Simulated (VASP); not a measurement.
# N (Pa-3) in VASP: further runs, part 2 of 2

VASP 6.6.1.

## 4. Single point, PBE

This run uses another cell than the first one, of 28.14 Å³/atom.

File INCAR:

```
SYSTEM = N
ALGO     = Normal         ! electronic algorithm
EDIFF    = 1E-6           ! SCF threshold, eV
ENCUT    = 600            ! plane-wave cutoff, eV
GGA      = PE             ! functional
GGA_COMPAT= .FALSE.      
ISIF     = 2              ! what is computed and relaxed
ISMEAR   = -1             ! smearing method
LASPH    = .TRUE.         ! aspherical terms in the spheres
LCHARG   = .TRUE.         ! write CHGCAR
LELF     = .TRUE.         ! ELF
LREAL    = .FALSE.        ! projectors in reciprocal space
LVHAR    = .TRUE.       
LWAVE    = .FALSE.        ! write WAVECAR
NBANDS   = 30             ! bands
NELM     = 120            ! most SCF steps
PREC     = Accurate       ! precision mode
SIGMA    = 0.05           ! smearing width, eV
```

File KPOINTS:

```
k-points
0
G
  5 5 5
  0 0 0
```

File POSCAR:

```
N
1.0
    6.0833898987      0.0000000000      0.0000000000
    0.0000000000      6.0833898987      0.0000000000
    0.0000000000      0.0000000000      6.0833898987
N
8
Direct
    0.0522854625      0.4477145375      0.5522854625
    0.4477145375      0.5522854625      0.0522854625
    0.5522854625      0.0522854625      0.4477145375
    0.9477145375      0.9477145375      0.9477145375
    0.9477145375      0.5522854625      0.4477145375
    0.5522854625      0.4477145375      0.9477145375
    0.4477145375      0.9477145375      0.5522854625
    0.0522854625      0.0522854625      0.0522854625
```

Potentials or basis: VASP PAW PBE potentials, release 64 (N).

Launch:

```console
$ cat potpaw_PBE.64/N/POTCAR > POTCAR
$ mpirun -np 1 vasp_std > vasp.out
```

OUTCAR:

```text
SYSTEM = N
   EDIFF = 1E-6
   ENCUT = 600
   GGA = PE
   ISIF = 2
   ISMEAR = -1
   LASPH = .TRUE.
   LREAL = .FALSE.
   NELM = 120
   PREC = Accurate

 ion  position               nearest neighbor table
   1  0.052  0.448  0.552-   5 1.10
   2  0.448  0.552  0.052-   6 1.10
   3  0.552  0.052  0.448-   7 1.10
   4  0.948  0.948  0.948-   8 1.10
   5  0.948  0.552  0.448-   1 1.10
   6  0.552  0.448  0.948-   2 1.10
   7  0.448  0.948  0.552-   3 1.10
   8  0.052  0.052  0.052-   4 1.10

  LATTYP: Found a simple cubic cell.
 ALAT       =     6.0833898987

  Lattice vectors:

 A1 = (   6.0833898987,   0.0000000000,   0.0000000000)
 A2 = (   0.0000000000,   6.0833898987,   0.0000000000)
 A3 = (   0.0000000000,   0.0000000000,   6.0833898987)

Analysis of symmetry for initial positions (statically):
=====================================================================
 Subroutine PRICEL returns:
 Original cell was already a primitive cell.

 Routine SETGRP: Setting up the symmetry group for a
 simple cubic supercell.

 Subroutine GETGRP returns: Found 24 space group operations
 (whereof  6 operations were pure point group operations)
 out of a pool of 48 trial point group operations.

The static configuration has the point symmetry S_6 .
 The point group associated with its full space group is T_h .

Analysis of symmetry for dynamics (positions and initial velocities):
=====================================================================
 Subroutine PRICEL returns:
 Original cell was already a primitive cell.

 Routine SETGRP: Setting up the symmetry group for a
 simple cubic supercell.

 Subroutine GETGRP returns: Found 24 space group operations
 (whereof  6 operations were pure point group operations)
 out of a pool of 48 trial point group operations.

The dynamic configuration has the point symmetry S_6 .
 The point group associated with its full space group is T_h .

 Subroutine INISYM returns: Found 24 space group operations
 (whereof  6 operations are pure point group operations),
 and found     1 'primitive' translations

----------------------------------------------------------------------------------------

                                     Primitive cell

  volume of cell :     225.1319

  direct lattice vectors                    reciprocal lattice vectors
     6.083389899  0.000000000  0.000000000     0.164382033  0.000000000  0.000000000
     0.000000000  6.083389899  0.000000000     0.000000000  0.164382033  0.000000000
     0.000000000  0.000000000  6.083389899     0.000000000  0.000000000  0.164382033

  length of vectors
     6.083389899  6.083389899  6.083389899     0.164382033  0.164382033  0.164382033

  position of ions in fractional coordinates (direct lattice)
     0.052285463  0.447714537  0.552285463
     0.447714537  0.552285463  0.052285463
     0.552285463  0.052285463  0.447714537
     0.947714537  0.947714537  0.947714537
     0.947714537  0.552285463  0.447714537
     0.552285463  0.447714537  0.947714537
     0.447714537  0.947714537  0.552285463
     0.052285463  0.052285463  0.052285463

  ion indices of the primitive-cell ions
[... 41 lines left out ...]
  0.200000  0.200000  0.000000     12.000000
  0.400000  0.200000  0.000000     12.000000
 -0.200000  0.400000  0.000000     12.000000
  0.400000  0.400000  0.000000     12.000000
  0.200000  0.200000  0.200000      8.000000
  0.400000  0.200000  0.200000     24.000000
  0.400000  0.400000  0.200000     24.000000
  0.400000  0.400000  0.400000      8.000000
   k-points           NKPTS =     11   k-points in BZ     NKDIM =     11   number of bands    NBANDS=     30
   number of dos      NEDOS =    301   number of ions     NIONS =      8
   total plane-waves  NPLWV = 125000
   dimension x,y,z NGX =    50 NGY =   50 NGZ =   50
   dimension x,y,z NGXF=   100 NGYF=  100 NGZF=  100
   ions per type =               8
   NGX,Y,Z   is equivalent  to a cutoff of  13.66, 13.66, 13.66 a.u.
   NGXF,Y,Z  is equivalent  to a cutoff of  27.33, 27.33, 27.33 a.u.
 SYSTEM =  N
   PREC   = accura    normal or accurate (medium, high low for compatibility)
   ISTART =      0    job   : 0-new  1-cont  2-samecut
   ICHARG =      2    charge: 1-file 2-atom 10-const
   ISPIN  =      1    spin polarized calculation?
   LNONCOLLINEAR =      F non collinear calculations
   LSORBIT =      F    spin-orbit coupling
   LASPH  =      T    aspherical Exc in radial PAW
   ENCUT  =  600.0 eV  44.10 Ry    6.64 a.u.  12.15 12.15 12.15*2*pi/ulx,y,z
   NELM   =    120;   NELMIN=  2; NELMDL= -5     # of ELM steps
   EDIFF  = 0.1E-05   stopping-criterion for ELM
   LREAL  =      F    real-space projection
   EDIFFG = 0.1E-04   stopping-criterion for IOM
   NSW    =      0    number of steps for IOM
   IBRION =     -1    ionic relax: 0-MD 1-quasi-New 2-CG
   NFREE  =      0    steps in history (QN), initial steepest desc. (CG)
   ISIF   =      2    stress and relaxation
   ISYM   =      2    0-nonsym 1-usesym 2-fastsym
   POTIM  = 0.5000    time-step for ionic-motion
   TEBEG  =    0.0;   TEEND  =   0.0 temperature during run
   PSTRESS=    0.0 pullay stress
   NELECT =      40.0000    total number of electrons
   NUPDOWN=      -1.0000    fix difference up-down
   EMIN   =  10.00;   EMAX   =-10.00  energy-range for DOS
   EFERMI =   0.00;   METHOD = LEGACY
   ISMEAR =    -1;   SIGMA  =   0.05  broadening in eV -4-tet -1-fermi 0-gaus
   EFERMI_NEDOS =   21; number of points for ismear=-14 and -15
   IALGO  =     38    algorithm
   IMIX   =      4    mixing-type and parameters
     AMIX     =   0.40;   BMIX     =  1.00
     AMIX_MAG =   1.60;   BMIX_MAG =  1.00
  volume/ion in A,a.u.               =      28.14       189.91
  Fermi-wavevector in a.u.,A,eV,Ry     =   0.920342  1.739194 11.524531  0.847029
  Thomas-Fermi vector in A             =   2.045637
   LORBIT       =      0    0 simple, 1 ext, 2 COOP (PROOUT), +10 PAW based schemes
   GGA     = PE    functional components
   LHFCALC =     F    Hartree Fock is set to
   AEXX    =    0.0000 exact exchange contribution
   IVDW    =     0    specifies the selected vdW correction
   LEPSILON=     F    determine dielectric tensor
   LRPA    =     F    only Hartree local field effects (RPA)
 non-spin polarized calculation
  energy-cutoff  :      600.00
  volume of cell :      225.13
 maximum number of plane-waves:      7538
 NGX is ok and might be reduce to    50
   NGX = 25   NGY = 25   NGZ = 25

 number of electron      39.9999997 magnetization

 Free energy of the ion-electron system (eV)
  ---------------------------------------------------
  ext. energy  EPLUGINS =         0.00000000
  ---------------------------------------------------
  free energy    TOTEN  =       -66.70686089 eV

  energy without entropy =      -66.70686089  energy(sigma->0) =      -66.70686089

 E-fermi :  -6.0926     XC(G=0):  -5.6900

 val. band max:       -7.3148236217   @ k =   0.4000   0.0000   0.0000
 cond. band min:       0.3025863607   @ k =   0.0000   0.0000   0.0000
 fundamental gap:      7.6174099824
 Fermi energy:        -6.0926067746

 k-point     1 :       0.0000    0.0000    0.0000
  band No.  band energies     occupation
      1     -25.5877      2.00000
      2     -25.5651      2.00000
      3     -25.5651      2.00000
      4     -25.5651      2.00000
      5     -10.7400      2.00000
      6     -10.7400      2.00000
[... 352 lines left out ...]
     29       4.1639      0.00000
     30       4.5483      0.00000

------------------------ aborting loop because EDIFF is reached ----------------------------------------

  FORCE on cell =-STRESS in cart. coord.  units (eV):
  Direction    XX          YY          ZZ          XY          YZ          ZX
  --------------------------------------------------------------------------------------
  -------------------------------------------------------------------------------------
  Total        2.2609836      2.2609836      2.2609836      0.0000000      0.0000000     -0.0000000
  in kB       16.0905557     16.0905557     16.0905557      0.0000000      0.0000000     -0.0000000
  external PRESSURE =      16.0905557 kB  Pullay stress =       0.0000000 kB

 VOLUME and BASIS-vectors are now :
 -----------------------------------------------------------------------------
  energy-cutoff  :      600.00
  volume of cell :      225.13
      direct lattice vectors                 reciprocal lattice vectors
     6.083389899  0.000000000  0.000000000     0.164382033  0.000000000  0.000000000
     0.000000000  6.083389899  0.000000000     0.000000000  0.164382033  0.000000000
     0.000000000  0.000000000  6.083389899     0.000000000  0.000000000  0.164382033

 POSITION                                       TOTAL-FORCE (eV/Angst)
 -----------------------------------------------------------------------------------
      0.31807      2.72362      3.35977         0.961532     -0.961532      0.961532
      2.72362      3.35977      0.31807        -0.961532      0.961532      0.961532
      3.35977      0.31807      2.72362         0.961532      0.961532     -0.961532
      5.76532      5.76532      5.76532        -0.961532     -0.961532     -0.961532
      5.76532      3.35977      2.72362        -0.961532      0.961532     -0.961532
      3.35977      2.72362      5.76532         0.961532     -0.961532     -0.961532
      2.72362      5.76532      3.35977        -0.961532     -0.961532      0.961532
      0.31807      0.31807      0.31807         0.961532      0.961532      0.961532
 -----------------------------------------------------------------------------------
    total drift:                                0.000000      0.000000      0.000000

  FREE ENERGIE OF THE ION-ELECTRON SYSTEM (eV)
  ---------------------------------------------------
  free  energy   TOTEN  =       -66.7068608894 eV

  energy  without entropy=      -66.7068608893  energy(sigma->0) =      -66.70686089
```

Wall time 82 s (1 thread of Oxide Virtual Turin-like, shared host); peak memory 0.3 GiB.

Results:

- Free energy: -66.7069 eV
- Pressure: 1.6 GPa
- Largest force: 1.665 eV/Å
- Band gap on the k mesh: 7.62 eV (least direct gap 7.63 eV)

Forces on the atoms (eV/Å):
```
N    0.962 -0.962  0.962
N   -0.962  0.962  0.962
N    0.962  0.962 -0.962
N   -0.962 -0.962 -0.962
N   -0.962  0.962 -0.962
N    0.962 -0.962 -0.962
N   -0.962 -0.962  0.962
N    0.962  0.962  0.962
```

Caveat: the standard files for N, O and F lose accuracy on very short bonds; this functional lacks dispersion, which holds the molecules together, so the pressure and a relaxed volume are unreliable; an odd mesh through Γ misses points on the zone boundary, where band edges can lie; forces of over 1 eV/Å act on the atoms, so gaps and moduli don't describe the material at rest.

## 5. Overview

```csv
level,potentials or basis,cell,k mesh,cutoff (eV),smearing,gap on the mesh (eV),pressure (GPa),largest force (eV/Å)
LDA,"VASP PAW LDA potentials, release 64 (N_h)","a = 5.561 Å, 8 atoms, atomic positions A",6 × 6 × 6,910,gaussian 0.01 eV,7.09,-2.7,1.42
LDA,"VASP PAW LDA potentials, release 64 (N)","a = 5.226 Å, 8 atoms, atomic positions B",5 × 5 × 5,600,fermi-dirac 0.05 eV,6.82,2.3,1.53
PBE,"VASP PAW PBE potentials, release 64 (N)","a = 6.083 Å, 8 atoms, atomic positions C",5 × 5 × 5,600,fermi-dirac 0.05 eV,7.62,1.6,1.67
```

Alike in all rows: task single point; no spin polarisation.

Caveats: forces of over 1 eV/Å act on the atoms, so gaps and moduli don't describe the material at rest; the standard files for N, O and F lose accuracy on very short bonds (at least some runs); an odd mesh through Γ misses points on the zone boundary, where band edges can lie (at least some runs); this functional lacks dispersion, which holds the molecules together, so the pressure and a relaxed volume are unreliable (at least some runs).

Absolute energies hang on the potentials; compare differences alone.
